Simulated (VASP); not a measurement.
# BeS (F-43m) in VASP: a series of runs

The runs below take BeS through density of states, vibrations by perturbation theory, elastic constants, with PBE.

All numbers are computed with VASP 6.6.1; they aren't measurements. Logs are shortened: lines on timing, memory, paths and dates and some standing lists are left out, and cuts for length are marked.

## 1. The cell of the first run

The structure is cubic, space group F-43m (No. 216). Conventional cell: a = 4.877 Å, b = 4.877 Å, c = 4.877 Å, α = 90.00°, β = 90.00°, γ = 90.00°. Within 2.8 Å of Be (site symmetry -43m) lie 4 S at 2.11 Å. Within 2.8 Å of S (site symmetry -43m) lie 4 Be at 2.11 Å.

## 2. Density of states, PBE

Contents of POSCAR:

```
BeS
1.0
    0.0000000000      2.4382793560      2.4382793560
    2.4382793560      0.0000000000      2.4382793560
    2.4382793560      2.4382793560      0.0000000000
Be S
1 1
Direct
    0.7500000000      0.7500000000      0.7500000000
    0.0000000000      0.0000000000      0.0000000000
```

Contents of INCAR.step1:

```
SYSTEM = BeS
ALGO = Normal ; EDIFF = 1E-7
ENCUT = 520 ; GGA = PE
ISIF = 2 ; ISMEAR = 0
LASPH = .TRUE. ; LCHARG = .TRUE.
LREAL = .FALSE. ; LWAVE = .FALSE.
NBANDS = 11 ; NELM = 100
PREC = Accurate ; SIGMA = 0.02
```

Contents of KPOINTS.step1:

```
k-points
0
G
  8 8 8
  0 0 0
```

Contents of INCAR.step2:

```
SYSTEM = BeS
ALGO = Normal ; EDIFF = 1E-7
ENCUT = 520 ; GGA = PE
ICHARG = 11 ; ISIF = 2
ISMEAR = -5 ; LASPH = .TRUE.
LCHARG = .FALSE. ; LORBIT = 11
LREAL = .FALSE. ; LWAVE = .FALSE.
NEDOS = 2001 ; NELM = 100
PREC = Accurate ; SIGMA = 0.02
```

Contents of KPOINTS.step2:

```
k-points
0
G
  12 12 12
  0 0 0
```

Potentials or basis: VASP PAW PBE potentials, release 64 (Be, S).

Run with:

```sh
$ cat potpaw_PBE.64/Be/POTCAR potpaw_PBE.64/S/POTCAR > POTCAR
$ cp INCAR.step1 INCAR
$ cp KPOINTS.step1 KPOINTS
$ mpirun -np 1 vasp_std > vasp.out
$ cp INCAR.step2 INCAR
$ cp KPOINTS.step2 KPOINTS
$ mpirun -np 1 vasp_std > vasp.out
```

OUTCAR:

```text
SYSTEM = BeS
   EDIFF = 1E-7
   ENCUT = 520
   GGA = PE
   ICHARG = 11
   ISIF = 2
   ISMEAR = -5
   LASPH = .TRUE.
   LORBIT = 11
   LREAL = .FALSE.
   NELM = 100
   PREC = Accurate

 ion  position               nearest neighbor table
   1  0.750  0.750  0.750-   2 2.11   2 2.11   2 2.11   2 2.11
   2  0.000  0.000  0.000-   1 2.11   1 2.11   1 2.11   1 2.11

  LATTYP: Found a face centered cubic cell.
 ALAT       =     4.8765587120

  Lattice vectors:

 A1 = (   0.0000000000,   2.4382793560,   2.4382793560)
 A2 = (   2.4382793560,   0.0000000000,   2.4382793560)
 A3 = (   2.4382793560,   2.4382793560,   0.0000000000)

Analysis of symmetry for initial positions (statically):
=====================================================================
 Subroutine PRICEL returns:
 Original cell was already a primitive cell.

 Routine SETGRP: Setting up the symmetry group for a
 face centered cubic supercell.

 Subroutine GETGRP returns: Found 24 space group operations
 (whereof 24 operations were pure point group operations)
 out of a pool of 48 trial point group operations.

The static configuration has the point symmetry T_d .

Analysis of symmetry for dynamics (positions and initial velocities):
=====================================================================
 Subroutine PRICEL returns:
 Original cell was already a primitive cell.

 Routine SETGRP: Setting up the symmetry group for a
 face centered cubic supercell.

 Subroutine GETGRP returns: Found 24 space group operations
 (whereof 24 operations were pure point group operations)
 out of a pool of 48 trial point group operations.

The dynamic configuration has the point symmetry T_d .

 Subroutine INISYM returns: Found 24 space group operations
 (whereof 24 operations are pure point group operations),
 and found     1 'primitive' translations

----------------------------------------------------------------------------------------

                                     Primitive cell

  volume of cell :      28.9921

  direct lattice vectors                    reciprocal lattice vectors
     0.000000000  2.438279356  2.438279356    -0.205062639  0.205062639  0.205062639
     2.438279356  0.000000000  2.438279356     0.205062639 -0.205062639  0.205062639
     2.438279356  2.438279356  0.000000000     0.205062639  0.205062639 -0.205062639

  length of vectors
     3.448247734  3.448247734  3.448247734     0.355178910  0.355178910  0.355178910

  position of ions in fractional coordinates (direct lattice)
     0.750000000  0.750000000  0.750000000
[... 87 lines left out ...]
   ISYM   =      2    0-nonsym 1-usesym 2-fastsym
   POTIM  = 0.5000    time-step for ionic-motion
   TEBEG  =    0.0;   TEEND  =   0.0 temperature during run
   PSTRESS=    0.0 pullay stress
   NELECT =       8.0000    total number of electrons
   NUPDOWN=      -1.0000    fix difference up-down
   EMIN   =  10.00;   EMAX   =-10.00  energy-range for DOS
   EFERMI =   0.00;   METHOD = LEGACY
   ISMEAR =    -5;   SIGMA  =   0.02  broadening in eV -4-tet -1-fermi 0-gaus
   EFERMI_NEDOS =   21; number of points for ismear=-14 and -15
   IALGO  =     38    algorithm
   IMIX   =      4    mixing-type and parameters
     AMIX     =   0.40;   BMIX     =  1.00
     AMIX_MAG =   1.60;   BMIX_MAG =  1.00
  volume/ion in A,a.u.               =      14.50        97.82
  Fermi-wavevector in a.u.,A,eV,Ry     =   1.065806  2.014081 15.455426  1.135942
  Thomas-Fermi vector in A             =   2.201369
   LORBIT       =     11    0 simple, 1 ext, 2 COOP (PROOUT), +10 PAW based schemes
   GGA     = PE    functional components
   LHFCALC =     F    Hartree Fock is set to
   AEXX    =    0.0000 exact exchange contribution
   IVDW    =     0    specifies the selected vdW correction
   LEPSILON=     F    determine dielectric tensor
   LRPA    =     F    only Hartree local field effects (RPA)
 non-spin polarized calculation
 Fermi weights with tetrahedron method with Bloechl corrections
  energy-cutoff  :      520.00
  volume of cell :       28.99
 maximum number of plane-waves:       797
 NGX is ok and might be reduce to    28

 number of electron       7.9999999 magnetization

 Free energy of the ion-electron system (eV)
  ---------------------------------------------------
  ext. energy  EPLUGINS =         0.00000000
  ---------------------------------------------------
  free energy    TOTEN  =       -10.01352521 eV

  energy without entropy =      -10.01352521  energy(sigma->0) =      -10.01352521

 E-fermi :   4.0163     XC(G=0):  -9.6631

 val. band max:        4.0068504384   @ k =   0.0000   0.0000   0.0000
 cond. band min:       7.1537784919   @ k =   0.5000   0.5000   0.0000
 fundamental gap:      3.1469280536
 Fermi energy:         4.0162741526

 k-point     1 :       0.0000    0.0000    0.0000
  band No.  band energies     occupation
      1      -9.5768      2.00000
      2       4.0069      2.00000
      3       4.0069      2.00000
      4       4.0069      2.00000
      5       9.6827      0.00000
      6       9.6827      0.00000
      7       9.6827      0.00000
      8       9.7547      0.00000
[... 243 lines left out ...]
 k-point    24 :      -0.4167    0.1667    0.0000
  band No.  band energies     occupation
      1      -7.8596      2.00000
      2      -1.3252      2.00000
      3       1.6987      2.00000
      4       2.6648      2.00000
      5       9.6115      0.00000
      6      11.3056      0.00000
      7      11.6182      0.00000
      8      14.8503      0.00000

 [... further k-points ...]
[... 5 lines left out ...]
  --------------------------------------------------------------------------------------
  -------------------------------------------------------------------------------------
  Total       -0.0044526     -0.0044526     -0.0044526      0.0000000     -0.0000000      0.0000000
  in kB       -0.2460592     -0.2460592     -0.2460592      0.0000000     -0.0000000      0.0000000
  external PRESSURE =      -0.2460592 kB  Pullay stress =       0.0000000 kB

 VOLUME and BASIS-vectors are now :
 -----------------------------------------------------------------------------
  energy-cutoff  :      520.00
  volume of cell :       28.99
      direct lattice vectors                 reciprocal lattice vectors
     0.000000000  2.438279356  2.438279356    -0.205062639  0.205062639  0.205062639
     2.438279356  0.000000000  2.438279356     0.205062639 -0.205062639  0.205062639
     2.438279356  2.438279356  0.000000000     0.205062639  0.205062639 -0.205062639

 POSITION                                       TOTAL-FORCE (eV/Angst)
 -----------------------------------------------------------------------------------
      3.65742      3.65742      3.65742         0.000000      0.000000      0.000000
      0.00000      0.00000      0.00000        -0.000000     -0.000000     -0.000000
 -----------------------------------------------------------------------------------
    total drift:                               -0.000000     -0.000000     -0.000000

  FREE ENERGIE OF THE ION-ELECTRON SYSTEM (eV)
  ---------------------------------------------------
  free  energy   TOTEN  =       -10.0135252093 eV

  energy  without entropy=      -10.0135252093  energy(sigma->0) =      -10.01352521

 total charge

# of ion       s       p       d       tot
------------------------------------------
    1        0.383   0.637   0.000   1.021
    2        1.305   2.524   0.000   3.829
--------------------------------------------------
tot          1.689   3.161   0.000   4.850
```

OUTCAR.step1:

```text
SYSTEM = BeS
   EDIFF = 1E-7
   ENCUT = 520
   GGA = PE
   ISIF = 2
   ISMEAR = 0
[... 559 lines left out ...]
      3.65742      3.65742      3.65742        -0.000000     -0.000000     -0.000000
      0.00000      0.00000      0.00000         0.000000      0.000000      0.000000
 -----------------------------------------------------------------------------------
    total drift:                               -0.000000     -0.000000      0.000000

  FREE ENERGIE OF THE ION-ELECTRON SYSTEM (eV)
  ---------------------------------------------------
  free  energy   TOTEN  =       -10.0133390218 eV

  energy  without entropy=      -10.0133390218  energy(sigma->0) =      -10.01333902
```

Run time: 21 s. Hardware: 1 thread of Intel Xeon Platinum 8259CL at 2.50GHz (Skylake/Cascade Lake), shared host; peak memory 0.15 GiB.

Results:

```
Valence electrons inside the program's atomic spheres : Be 1.02; S 3.83
```

Levels at points of the mesh, in eV from the valence-band top:
| k point | band 1 | band 2 | band 3 | band 4 | band 5 | band 6 | band 7 | band 8 |
| --- | --- | --- | --- | --- | --- | --- | --- | --- |
| (0.00, 0.00, 0.00) | -13.58 | 0.00 | 0.00 | 0.00 | 5.68 | 5.68 | 5.68 | 5.75 |
| (0.50, 0.00, 0.00) | -12.02 | -5.68 | -1.01 | -1.01 | 5.42 | 6.57 | 6.57 | 11.13 |
| (0.50, 0.50, 0.00) | -11.49 | -4.94 | -2.59 | -2.59 | 3.15 | 4.93 | 12.65 | 12.65 |

## 3. Vibrations by perturbation theory, PBE

Contents of INCAR:

```
SYSTEM = BeS
ALGO = Normal ; EDIFF = 1E-8
ENCUT = 520 ; GGA = PE
IBRION = 8 ; ISIF = 2
ISMEAR = 0 ; LASPH = .True.
LCHARG = .False. ; LEPSILON = .True.
LREAL = .False. ; LWAVE = .False.
NELM = 100 ; NSW = 1
PREC = Accurate ; SIGMA = 0.01
```

Contents of KPOINTS:

```
k-points
0
Gamma
  8 8 8
  0 0 0
```

Contents of POSCAR:

```
BeS
1.0
    0.0000000000      2.4380676598      2.4380676598
    2.4380676598      0.0000000000      2.4380676598
    2.4380676598      2.4380676598      0.0000000000
Be S
1 1
Direct
    0.7500000000      0.7500000000      0.7500000000
    0.0000000000      0.0000000000      0.0000000000
```

Potentials or basis: VASP PAW PBE potentials, release 64 (Be, S).

Run with:

```sh
$ cat potpaw_PBE.64/Be/POTCAR potpaw_PBE.64/S/POTCAR > POTCAR
$ mpirun -np 1 vasp_std > vasp.out
```

OUTCAR:

```text
SYSTEM = BeS
   EDIFF = 1E-8
   ENCUT = 520
   GGA = PE
   IBRION = 8
   ISIF = 2
   ISMEAR = 0
   LASPH = .True.
   LEPSILON = .True.
   LREAL = .False.
   NELM = 100
   NSW = 1
   PREC = Accurate

 ion  position               nearest neighbor table
   1  0.750  0.750  0.750-   2 2.11   2 2.11   2 2.11   2 2.11
   2  0.000  0.000  0.000-   1 2.11   1 2.11   1 2.11   1 2.11

  LATTYP: Found a face centered cubic cell.
 ALAT       =     4.8761353196

  Lattice vectors:

 A1 = (   0.0000000000,   2.4380676598,   2.4380676598)
 A2 = (   2.4380676598,   0.0000000000,   2.4380676598)
 A3 = (   2.4380676598,   2.4380676598,   0.0000000000)

Analysis of symmetry for initial positions (statically):
[... 567 lines left out ...]
  z    -0.00000    -0.00000     0.00000    -3.83220     0.00000     0.00000

 SECOND DERIVATIVES (NOT SYMMETRIZED)
 ------------------------------------
               1X          1Y          1Z          2X          2Y          2Z
  1X    -8.030514    0.000000    0.000000    8.030514    0.000000    0.000000
  1Y     0.000000   -8.030514    0.000000    0.000000    8.030514    0.000000
  1Z     0.000000    0.000000   -8.030514    0.000000    0.000000    8.030514
  2X     8.030027    0.000000    0.000000   -8.030027    0.000000    0.000000
  2Y     0.000000    8.030027    0.000000    0.000000   -8.030027    0.000000
  2Z     0.000000    0.000000    8.030027    0.000000    0.000000   -8.030027

 Eigenvectors and eigenvalues of the dynamical matrix
 ----------------------------------------------------

   1 f  =   16.702150 THz   104.942700 2PiTHz  557.123739 cm-1    69.074509 meV
             X         Y         Z           dx          dy          dz
      3.657101  3.657101  3.657101     0.000000   -0.000000   -0.883518
      0.000000  0.000000  0.000000     0.000000   -0.000000    0.468397
[... 21 lines left out ...]
   6 f/i=    0.000210 THz     0.001317 2PiTHz    0.006992 cm-1     0.000867 meV
             X         Y         Z           dx          dy          dz
      3.657101  3.657101  3.657101     0.345526   -0.315444    0.022427
      0.000000  0.000000  0.000000     0.651751   -0.595009    0.042304

--------------------------------------------------------------------------------------------------------

 MACROSCOPIC STATIC DIELECTRIC TENSOR IONIC CONTRIBUTION
 ------------------------------------------------------
           2.067605    -0.000000     0.000000
          -0.000000     2.067605    -0.000000
           0.000000    -0.000000     2.067605
 ------------------------------------------------------

 ELASTIC MODULI CONTR FROM IONIC RELAXATION (kBar)
 Direction    XX          YY          ZZ          XY          YZ          ZX
 --------------------------------------------------------------------------------
 XX          -0.0000      0.0000      0.0000      0.0000     -0.0000      0.0000
 YY           0.0000     -0.0000      0.0000      0.0000      0.0000     -0.0000
 ZZ           0.0000      0.0000     -0.0000     -0.0000      0.0000      0.0000
 XY           0.0000      0.0000     -0.0000   -102.4549      0.0000      0.0000
 YZ          -0.0000      0.0000      0.0000      0.0000   -102.4549      0.0000
 ZX           0.0000     -0.0000      0.0000      0.0000      0.0000   -102.4549
 --------------------------------------------------------------------------------

 PIEZOELECTRIC TENSOR IONIC CONTR  for field in x, y, z        (C/m^2)
          XX          YY          ZZ          XY          YZ          ZX
  --------------------------------------------------------------------------------
  x     0.00000    -0.00000    -0.00000     0.00000     0.43308     0.00000
  y    -0.00000     0.00000    -0.00000    -0.00000     0.00000     0.43308
  z    -0.00000    -0.00000     0.00000     0.43308     0.00000    -0.00000
```

Run time: 3.3 min. Hardware: 1 thread of Intel Xeon Platinum 8259CL at 2.50GHz (Skylake/Cascade Lake), shared host; peak memory 0.21 GiB.

What came out:

- Electronic dielectric tensor (diagonal): 5.28
- Born charges (mean of the diagonal): Be +1.63; S -1.63 e
- Highest phonon frequency at Γ, LO-TO splitting left out: 557 cm⁻¹

Phonon frequencies in cm⁻¹ (negative: imaginary):
```tsv
q point	frequencies
(0.000, 0.000, 0.000)	0 0 0 557 557 557
```

Electronic dielectric tensor:
```
5.28 0.00 0.00
0.00 5.28 0.00
0.00 0.00 5.28
```

Born effective charge tensors (e):
atom 1, Be
```
1.63 0.00 0.00
0.00 1.63 0.00
0.00 0.00 1.63
```
atom 2, S
```
-1.63  0.00  0.00
 0.00 -1.63  0.00
 0.00  0.00 -1.63
```

## 4. Elastic constants, PBE

Contents of INCAR:

```
  PREC = Accurate
  ENCUT = 600
  EDIFF = 1E-8
  ISMEAR = 0
  SIGMA = 0.01
  LREAL = F
  LASPH = T
  NELM = 60
  ALGO = Normal
  ISIF = 3
  LWAVE = F
  LCHARG = F
  GGA = PE
  IBRION = 6
  NFREE = 2
  POTIM = 0.015
  NSW = 1
```

Contents of KPOINTS:

```
regular mesh
0
Gamma
  8 8 8
```

POSCAR is that of step 3.

Run with:

```sh
$ cat potpaw_PBE.64/Be/POTCAR potpaw_PBE.64/S/POTCAR > POTCAR
$ mpirun -np 1 vasp_std > vasp.out
```

Wall time 4.9 min (1 thread of Intel Xeon Platinum 8259CL at 2.50GHz (Skylake/Cascade Lake), shared host); peak memory 0.23 GiB.

Results (log left out):

```
Elastic constants C11, C12, C44                         : 157, 61, 82 GPa
Voigt bulk modulus                                      : 93 GPa
Highest phonon frequency at Γ, LO-TO splitting left out : 557 cm⁻¹
```

Phonon frequencies in cm⁻¹ (negative: imaginary):
```tsv
q point	frequencies
(0.000, 0.000, 0.000)	0 0 0 557 557 557
```

Elastic tensor in Voigt notation (GPa, in the Cartesian axes of the cell as first typed):
```
157  61  61   0   0   0
 61 157  61   0   0   0
 61  61 157   0   0   0
  0   0   0  82   0   0
  0   0   0   0  82   0
  0   0   0   0   0  82
```

Clamped-ion elastic tensor (GPa):
```
157  61  61   0   0   0
 61 157  61   0   0   0
 61  61 157   0   0   0
  0   0   0  93   0   0
  0   0   0   0  93   0
  0   0   0   0   0  93
```
